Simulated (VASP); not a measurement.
# Ru (P6_3/mmc) in VASP: settings compared

The runs below take Ru through single point, relaxation of cell and atoms, with BLYP+D3(BJ), PBE+D3(BJ), PBE+D4.

Program: VASP 6.6.1. These are calculated values, not measurements. Logs are shortened: lines on timing, memory, paths and dates and some standing lists are left out, and cuts for length are marked.

### Step 1. The cell of the first run

It takes space group P6_3/mmc (No. 194, hexagonal). Conventional cell: a = 2.708 Å, b = 2.708 Å, c = 4.285 Å, α = 90.00°, β = 90.00°, γ = 120.00°. Within 3.5 Å of Ru (site symmetry -6m2) lie 12 Ru at 2.65 to 2.71 Å.

### Step 2. Single point, BLYP+D3(BJ)

File INCAR:

```
SYSTEM = Ru
PREC = Accurate ; ENCUT = 520
EDIFF = 1E-7 ; ISMEAR = -1
SIGMA = 0.05 ; LREAL = .FALSE.
LASPH = .TRUE. ; NELM = 80
ALGO = Normal ; ISIF = 2
LWAVE = .FALSE. ; LCHARG = .FALSE.
GGA = B5 ; ALDAX = 1.0
AGGAX = 1.0 ; AGGAC = 1.0
ALDAC = 0.0 ; IVDW = 12
VDW_S6 = 1.0 ; VDW_S8 = 2.6996
VDW_A1 = 0.4298 ; VDW_A2 = 4.2359
NBANDS = 21
```

File KPOINTS:

```
regular mesh
0
G
  11 11 6
  0 0 0
```

File POSCAR:

```
Ru
1.0
    2.7082529415      0.0000000000      0.0000000000
   -1.3541264708      2.3454158472      0.0000000000
    0.0000000000      0.0000000000      4.2848099375
Ru
2
Direct
    0.6666666667      0.3333333333      0.7500000000
    0.3333333333      0.6666666667      0.2500000000
```

Potentials or basis: VASP PAW PBE potentials, release 64 (Ru_pv).

On the command line:

```sh
> cat potpaw_PBE.64/Ru_pv/POTCAR > POTCAR
> mpirun -np 1 vasp_std > vasp.out
```

OUTCAR:

```text
SYSTEM = Ru
   PREC = Accurate
   ENCUT = 520
   EDIFF = 1E-7
   ISMEAR = -1
   LREAL = .FALSE.
   LASPH = .TRUE.
   NELM = 80
   ISIF = 2
   GGA = B5
   IVDW = 12
 IVDW          = 12

 ion  position               nearest neighbor table
   1  0.667  0.333  0.750-   2 2.65   2 2.65   2 2.65   2 2.65   2 2.65   2 2.65
   2  0.333  0.667  0.250-   1 2.65   1 2.65   1 2.65   1 2.65   1 2.65   1 2.65

  LATTYP: Found a hexagonal cell.
 ALAT       =     2.7082529415
 C/A-ratio  =     1.5821306318

  Lattice vectors:

 A1 = (   2.7082529415,   0.0000000000,   0.0000000000)
 A2 = (  -1.3541264708,   2.3454158472,   0.0000000000)
 A3 = (   0.0000000000,   0.0000000000,   4.2848099375)

Analysis of symmetry for initial positions (statically):
=====================================================================
 Subroutine PRICEL returns:
 Original cell was already a primitive cell.

 Routine SETGRP: Setting up the symmetry group for a
 hexagonal supercell.

 Subroutine GETGRP returns: Found 24 space group operations
 (whereof 12 operations were pure point group operations)
 out of a pool of 24 trial point group operations.

The static configuration has the point symmetry D_3d.
 The point group associated with its full space group is D_6h.

Analysis of symmetry for dynamics (positions and initial velocities):
=====================================================================
 Subroutine PRICEL returns:
 Original cell was already a primitive cell.

 Routine SETGRP: Setting up the symmetry group for a
 hexagonal supercell.

 Subroutine GETGRP returns: Found 24 space group operations
 (whereof 12 operations were pure point group operations)
 out of a pool of 24 trial point group operations.

The dynamic configuration has the point symmetry D_3d.
 The point group associated with its full space group is D_6h.

 Subroutine INISYM returns: Found 24 space group operations
 (whereof 12 operations are pure point group operations),
 and found     1 'primitive' translations

----------------------------------------------------------------------------------------

                                     Primitive cell

  volume of cell :      27.2170

  direct lattice vectors                    reciprocal lattice vectors
     2.708252942  0.000000000  0.000000000     0.369241729  0.213181812  0.000000000
    -1.354126471  2.345415847  0.000000000     0.000000000  0.426363624  0.000000000
     0.000000000  0.000000000  4.284809938     0.000000000  0.000000000  0.233382580

  length of vectors
     2.708252942  2.708252942  4.284809938     0.426363624  0.426363624  0.233382580

  position of ions in fractional coordinates (direct lattice)
     0.666666667  0.333333333  0.750000000
     0.333333333  0.666666667  0.250000000

  ion indices of the primitive-cell ions
   primitive index   ion index
                 1           1
                 2           2

----------------------------------------------------------------------------------------

 KPOINTS: regular mesh

Automatic generation of k-mesh.
 Grid dimensions read from file:
 generate k-points for:   11   11    6

 Generating k-lattice:

  Cartesian coordinates                     Fractional coordinates (reciprocal lattice)
     0.033567430  0.019380165  0.000000000     0.090909091  0.000000000  0.000000000
     0.000000000  0.038760329  0.000000000     0.000000000  0.090909091  0.000000000
     0.000000000  0.000000000  0.038897097     0.000000000  0.000000000  0.166666667

  Length of vectors
     0.038760329  0.038760329  0.038897097

  Shift w.r.t. Gamma in fractional coordinates (k-lattice)
     0.000000000  0.000000000  0.000000000

 Subroutine IBZKPT returns following result:
 ===========================================

 Found     64 irreducible k-points:

 Following reciprocal coordinates:
            Coordinates               Weight
  0.000000  0.000000  0.000000      1.000000
  0.090909 -0.000000  0.000000      6.000000
  0.181818  0.000000  0.000000      6.000000
  0.272727  0.000000  0.000000      6.000000
  0.363636  0.000000  0.000000      6.000000
  0.454545 -0.000000  0.000000      6.000000
[... 16 lines left out ...]
  0.090909  0.090909  0.166667     12.000000
  0.181818  0.090909  0.166667     24.000000
 [... further k-points ...]
   k-points           NKPTS =     64   k-points in BZ     NKDIM =     64   number of bands    NBANDS=     21
   number of dos      NEDOS =    301   number of ions     NIONS =      2
   total plane-waves  NPLWV =  12800
   dimension x,y,z NGX =    20 NGY =   20 NGZ =   32
   dimension x,y,z NGXF=    40 NGYF=   40 NGZF=   64
   ions per type =               2
   NGX,Y,Z   is equivalent  to a cutoff of  12.28, 12.28, 12.42 a.u.
   NGXF,Y,Z  is equivalent  to a cutoff of  24.55, 24.55, 24.83 a.u.
 SYSTEM =  Ru
   PREC   = accura    normal or accurate (medium, high low for compatibility)
   ISTART =      0    job   : 0-new  1-cont  2-samecut
   ICHARG =      2    charge: 1-file 2-atom 10-const
   ISPIN  =      1    spin polarized calculation?
   LNONCOLLINEAR =      F non collinear calculations
   LSORBIT =      F    spin-orbit coupling
   LASPH  =      T    aspherical Exc in radial PAW
   ENCUT  =  520.0 eV  38.22 Ry    6.18 a.u.   5.04  5.04  7.97*2*pi/ulx,y,z
   NELM   =     80;   NELMIN=  2; NELMDL= -5     # of ELM steps
   EDIFF  = 0.1E-06   stopping-criterion for ELM
   LREAL  =      F    real-space projection
   EDIFFG = 0.1E-05   stopping-criterion for IOM
   NSW    =      0    number of steps for IOM
   IBRION =     -1    ionic relax: 0-MD 1-quasi-New 2-CG
   NFREE  =      0    steps in history (QN), initial steepest desc. (CG)
   ISIF   =      2    stress and relaxation
   ISYM   =      2    0-nonsym 1-usesym 2-fastsym
   POTIM  = 0.5000    time-step for ionic-motion
   TEBEG  =    0.0;   TEEND  =   0.0 temperature during run
   PSTRESS=    0.0 pullay stress
   NELECT =      28.0000    total number of electrons
   NUPDOWN=      -1.0000    fix difference up-down
   EMIN   =  10.00;   EMAX   =-10.00  energy-range for DOS
   EFERMI =   0.00;   METHOD = LEGACY
   ISMEAR =    -1;   SIGMA  =   0.05  broadening in eV -4-tet -1-fermi 0-gaus
   EFERMI_NEDOS =   21; number of points for ismear=-14 and -15
   IALGO  =     38    algorithm
   IMIX   =      4    mixing-type and parameters
     AMIX     =   0.40;   BMIX     =  1.00
     AMIX_MAG =   1.60;   BMIX_MAG =  1.00
  volume/ion in A,a.u.               =      13.61        91.83
  Fermi-wavevector in a.u.,A,eV,Ry     =   1.652649  3.123054 37.160895  2.731249
  Thomas-Fermi vector in A             =   2.741222
   LORBIT       =      0    0 simple, 1 ext, 2 COOP (PROOUT), +10 PAW based schemes
   GGA     = B5    functional components
   LHFCALC =     F    Hartree Fock is set to
   AEXX    =    0.0000 exact exchange contribution
   IVDW    =    12    specifies the selected vdW correction
   LEPSILON=     F    determine dielectric tensor
   LRPA    =     F    only Hartree local field effects (RPA)
 non-spin polarized calculation
  energy-cutoff  :      520.00
  volume of cell :       27.22
 maximum number of plane-waves:       750
   NGX = 11   NGY = 11   NGZ = 15

 number of electron      28.0000010 magnetization

 Free energy of the ion-electron system (eV)
  ---------------------------------------------------
  ext. energy  EPLUGINS =         0.00000000
  ---------------------------------------------------
  free energy    TOTEN  =       -15.75434715 eV

  energy without entropy =      -15.73761217  energy(sigma->0) =      -15.74597966

 E-fermi :  13.2737     XC(G=0): -13.4340

 val. band max:       13.2338025619   @ k =   0.2727   0.0000   0.0000
 cond. band min:      13.2760325329   @ k =   0.2727   0.1818   0.0000
 fundamental gap:      0.0422299710
 Fermi energy:        13.2736671133

 k-point     1 :       0.0000    0.0000    0.0000
  band No.  band energies     occupation
      1     -30.1637      2.00000
      2     -29.2309      2.00000
      3     -29.2309      2.00000
      4     -29.0595      2.00000
      5     -29.0595      2.00000
      6     -29.0170      2.00000
[... 13 lines left out ...]
     20      23.4765      0.00000
     21      23.7538      0.00000

 k-point     2 :       0.0909   -0.0000    0.0000
  band No.  band energies     occupation
      1     -30.1357      2.00000
      2     -29.2902      2.00000
      3     -29.2509      2.00000
      4     -29.1215      2.00000
      5     -29.0678      2.00000
      6     -29.0302      2.00000
[... 13 lines left out ...]
     20      23.4764      0.00000
     21      23.7162      0.00000

 k-point     3 :       0.1818    0.0000    0.0000
  band No.  band energies     occupation
      1     -30.0560      2.00000
      2     -29.4496      2.00000
      3     -29.3027      2.00000
      4     -29.2836      2.00000
      5     -29.0915      2.00000
      6     -29.0698      2.00000
[... 13 lines left out ...]
     20      23.4763      0.00000
     21      23.6154      0.00000

 k-point     4 :       0.2727    0.0000    0.0000
  band No.  band energies     occupation
      1     -29.9381      2.00000
      2     -29.6583      2.00000
      3     -29.4880      2.00000
      4     -29.3676      2.00000
      5     -29.1350      2.00000
      6     -29.1248      2.00000
[... 13 lines left out ...]
     20      23.4758      0.00000
     21      23.5369      0.00000

 k-point     5 :       0.3636    0.0000    0.0000
  band No.  band energies     occupation
      1     -29.8495      2.00000
      2     -29.8049      2.00000
      3     -29.6686      2.00000
      4     -29.4250      2.00000
      5     -29.2196      2.00000
      6     -29.1570      2.00000
[... 13 lines left out ...]
     20      23.4767      0.00000
     21      23.6401      0.00000
[... 382 lines left out ...]
     20      23.4754      0.00000
     21      24.5194      0.00000

 k-point    22 :       0.4545   -0.0000    0.1667
  band No.  band energies     occupation
      1     -30.0200      2.00000
      2     -29.8376      2.00000
      3     -29.5986      2.00000
      4     -29.4398      2.00000
      5     -29.2712      2.00000
      6     -29.1959      2.00000
[... 13 lines left out ...]
     20      23.4725      0.00000
     21      23.9822      0.00000

 k-point    23 :       0.0909    0.0909    0.1667
  band No.  band energies     occupation
      1     -30.0253      2.00000
      2     -29.3666      2.00000
      3     -29.3214      2.00000
      4     -29.2446      2.00000
      5     -29.1065      2.00000
      6     -29.0831      2.00000
[... 13 lines left out ...]
     20      23.4763      0.00000
     21      25.0427      0.00000

 k-point    24 :       0.1818    0.0909    0.1667
  band No.  band energies     occupation
      1     -29.9558      2.00000
      2     -29.5261      2.00000
      3     -29.4777      2.00000
      4     -29.3228      2.00000
      5     -29.1521      2.00000
      6     -29.1178      2.00000
[... 13 lines left out ...]
     20      23.4760      0.00000
     21      25.1821      0.00000

 [... further k-points ...]

------------------------ aborting loop because EDIFF is reached ----------------------------------------

 Edisp (eV)   -2.89447

 E8    (eV) :    -2.1712

  FORCE on cell =-STRESS in cart. coord.  units (eV):
  Direction    XX          YY          ZZ          XY          YZ          ZX
  --------------------------------------------------------------------------------------
  -------------------------------------------------------------------------------------
  Total       0.13039     0.13039     0.15140    -0.00000     0.00000    -0.00000
  in kB       7.67546     7.67546     8.91270    -0.00000     0.00000    -0.00000
  external pressure =        8.09 kB  Pullay stress =        0.00 kB

 VOLUME and BASIS-vectors are now :
 -----------------------------------------------------------------------------
  energy-cutoff  :      520.00
  volume of cell :       27.22
      direct lattice vectors                 reciprocal lattice vectors
     2.708252942  0.000000000  0.000000000     0.369241729  0.213181812  0.000000000
    -1.354126471  2.345415847  0.000000000     0.000000000  0.426363624  0.000000000
     0.000000000  0.000000000  4.284809938     0.000000000  0.000000000  0.233382580

 POSITION                                       TOTAL-FORCE (eV/Angst)
 -----------------------------------------------------------------------------------
      1.35413      0.78181      3.21361        -0.000000      0.000000      0.000000
     -0.00000      1.56361      1.07120         0.000000     -0.000000      0.000000
 -----------------------------------------------------------------------------------
    total drift:                               -0.000000      0.000000     -0.000000

  FREE ENERGIE OF THE ION-ELECTRON SYSTEM (eV)
  ---------------------------------------------------
  free  energy   TOTEN  =       -18.6488155971 eV

  energy  without entropy=      -18.6320806124  energy(sigma->0) =      -18.64044810
```

It took 58 s on 1 thread of Intel Xeon 8259CL, shared host; peak memory 0.17 GiB.

What came out:

| Quantity | Value |
| --- | --- |
| Free energy | -18.6488 eV |
| Pressure | 0.8 GPa |
| Band gap on the k mesh | zero (band 14 reaches 14.80 eV, above the bottom of band 15 at 11.75 eV) |
| Dispersion energy per atom | -1.447 eV |

Levels at points of the mesh, in eV from the Fermi level:
| k point | band 10 | band 11 | band 12 | band 13 | band 14 | band 15 | band 16 | band 17 | band 18 | band 19 |
| --- | --- | --- | --- | --- | --- | --- | --- | --- | --- | --- |
| (0.00, 0.00, 0.00) | -2.53 | -2.36 | -1.86 | -1.86 | -1.34 | -1.34 | 1.23 | 1.23 | 1.67 | 10.15 |
| (0.00, 0.00, 0.50) | -2.70 | -2.70 | -2.70 | -2.54 | -2.54 | 0.58 | 0.58 | 0.58 | 0.58 | 10.20 |

Caveat: the PAW data sets were made with another functional, which shifts forces and pressure a little; pairwise dispersion overbinds metals, which lowers pressure and volume.

### Step 3. Relaxation of cell and atoms, PBE+D3(BJ)

This run uses another cell than the first one, of 13.57 Å³/atom, 0.998 times its volume.

File INCAR:

```
  PREC = Accurate
  ENCUT = 600
  EDIFF = 1E-7
  ISMEAR = -1
  SIGMA = 0.05
  LREAL = F
  LASPH = T
  NELM = 80
  ALGO = Normal
  ISIF = 3
  LWAVE = F
  LCHARG = F
  GGA = PE
  IVDW = 12
  IBRION = 2
  NSW = 60
  EDIFFG = -0.01
```

File KPOINTS:

```
regular mesh
0
Gamma
  11 11 6
```

File POSCAR:

```
Ru
1.0
    2.7058000000      0.0000000000      0.0000000000
   -1.3529000000      2.3432915376      0.0000000000
    0.0000000000      0.0000000000      4.2819000000
Ru
2
Direct
    0.6666666667      0.3333333333      0.7500000000
    0.3333333333      0.6666666667      0.2500000000
```

Potentials or basis: VASP PAW PBE potentials, release 64 (Ru_pv).

On the command line:

```sh
> cat potpaw_PBE.64/Ru_pv/POTCAR > POTCAR
> mpirun -np 1 vasp_std > vasp.out
```

Wall time 1.8 min (1 thread of Intel Xeon 8259CL, shared host); peak memory 0.19 GiB.

Results (log left out):

```
Free energy                            : -19.7112 eV
Relaxed volume                         : 13.44 Å³/atom
Relaxed cell                           : a = 2.697 Å, b = 2.697 Å, c = 4.268 Å, α = 90.00°, β = 90.00°, γ = 120.00°
Space group after relaxing (to 0.05 Å) : P6_3/mmc (No. 194)
Energy gained by relaxing              : 1.4 meV/atom
Ionic steps                            : 3
Pressure after relaxing                : 0.0 GPa
Band gap on the k mesh                 : zero (band 14 reaches 14.54 eV, above the bottom of band 15 at 11.43 eV)
Dispersion energy per atom             : -0.631 eV
```

Stress tensor (GPa, compression positive):
```
-0.09  0.00  0.00
 0.00 -0.09  0.00
 0.00  0.00  0.07
```

The path:
```
step  energy change (eV)  largest force (eV/Å)  pressure (GPa)  volume (Å³)
   1              0.0000                0.0000           -3.22        27.15
   2              0.0231                0.0000           10.80        26.09
   3             -0.0027                0.0000           -0.04        26.89
```

Final structure:
```
Ru
1.0
     2.69710    0.00000    0.00000
    -1.34855    2.33576    0.00000
     0.00000    0.00000    4.26779
Ru
2
Direct
  0.66667 0.33333 0.75000
  0.33333 0.66667 0.25000
```

Levels at points of the mesh, in eV from the Fermi level:
```
           k point  band 12  band 13  band 14  band 15  band 16  band 17
(0.00, 0.00, 0.00)    -1.87    -1.87    -1.34    -1.34     1.27     1.27
(0.00, 0.00, 0.50)    -2.73    -2.67    -2.67     0.62     0.62     0.62
```

Caveat: pairwise dispersion overbinds metals, which lowers pressure and volume.

### Step 4. Relaxation of cell and atoms, PBE+D4

This run uses another cell than the first one, of 13.57 Å³/atom, 0.998 times its volume.

File INCAR:

```
PREC = Accurate
ENCUT = 600
EDIFF = 1E-7
ISMEAR = -1
SIGMA = 0.05
LREAL = False
LASPH = True
NELM = 80
ALGO = Normal
ISIF = 3
LWAVE = False
LCHARG = False
GGA = PE
IVDW = 13
IBRION = 2
NSW = 60
EDIFFG = -0.01
```

File KPOINTS:

```
Automatic mesh
0
Gamma
  11 11 6
```

POSCAR is that of step 3.

On the command line:

```sh
> cat potpaw_PBE.64/Ru_pv/POTCAR > POTCAR
> mpirun -np 1 vasp_std > vasp.out
```

It took 1.7 min on 1 thread of Intel Xeon 8259CL, shared host; peak memory 0.18 GiB.

The run converged. Its results:

* Free energy: -19.5112 eV
* Relaxed volume: 13.52 Å³/atom
* Relaxed cell: a = 2.702 Å, b = 2.702 Å, c = 4.276 Å, α = 90.00°, β = 90.00°, γ = 120.00°
* Space group after relaxing (to 0.05 Å): P6_3/mmc (No. 194)
* Energy gained by relaxing: 0.3 meV/atom
* Ionic steps: 3
* Pressure after relaxing: 0.0 GPa
* Band gap on the k mesh: zero (band 14 reaches 14.43 eV, above the bottom of band 15 at 11.34 eV)
* Dispersion energy per atom: -0.527 eV

The path:
```tsv
step	energy change (eV)	largest force (eV/Å)	pressure (GPa)	volume (Å³)
1	0.0000	0.0000	-1.40	27.15
2	0.0042	0.0000	4.43	26.69
3	-0.0005	0.0000	0.00	27.03
```

Final structure:
```cif
data_structure
_symmetry_space_group_name_H-M 'P 1'
_symmetry_Int_Tables_number 1
_cell_length_a 2.7020
_cell_length_b 2.7020
_cell_length_c 4.2755
_cell_angle_alpha 90.000
_cell_angle_beta 90.000
_cell_angle_gamma 120.000
_cell_volume 27.03
loop_
_atom_site_label
_atom_site_type_symbol
_atom_site_fract_x
_atom_site_fract_y
_atom_site_fract_z
_atom_site_occupancy
Ru1 Ru 0.66667 0.33333 0.75000 1
Ru2 Ru 0.33333 0.66667 0.25000 1
```

Levels at points of the mesh, in eV from the Fermi level:
```csv
k point,band 11,band 12,band 13,band 14,band 15,band 16,band 17,band 18
"(0.00, 0.00, 0.00)",-2.37,-1.86,-1.86,-1.33,-1.33,1.26,1.26,1.37
"(0.00, 0.00, 0.50)",-2.71,-2.71,-2.66,-2.66,0.62,0.62,0.62,0.62
```

Caveat: pairwise dispersion overbinds metals, which lowers pressure and volume.

### Step 5. Overview

| task | level | cell | cutoff (eV) | gap on the mesh (eV) | pressure (GPa) | relaxed volume (Å³/atom) |
| --- | --- | --- | --- | --- | --- | --- |
| single point | BLYP+D3(BJ) | a = 2.708, b = 2.708, c = 4.285 Å, angles 90.0, 90.0, 120.0°, 2 atoms | 520 | none | 0.8 | - |
| relaxation of cell and atoms | PBE+D3(BJ) | relaxed from a = 2.706, b = 2.706, c = 4.282 Å, angles 90.0, 90.0, 120.0°, 2 atoms | 600 | none | 0.0 | 13.44 |
| relaxation of cell and atoms | PBE+D4 | relaxed from a = 2.706, b = 2.706, c = 4.282 Å, angles 90.0, 90.0, 120.0°, 2 atoms | 600 | none | 0.0 | 13.52 |

Alike in all rows: potentials or basis VASP PAW PBE potentials, release 64 (Ru_pv); no spin polarisation; k mesh 11 × 11 × 6; smearing fermi-dirac 0.05 eV.

Caveats: pairwise dispersion overbinds metals, which lowers pressure and volume; the PAW data sets were made with another functional, which shifts forces and pressure a little (some runs).

Total energies depend on the potentials used, so only differences within one code and one set of settings carry meaning.
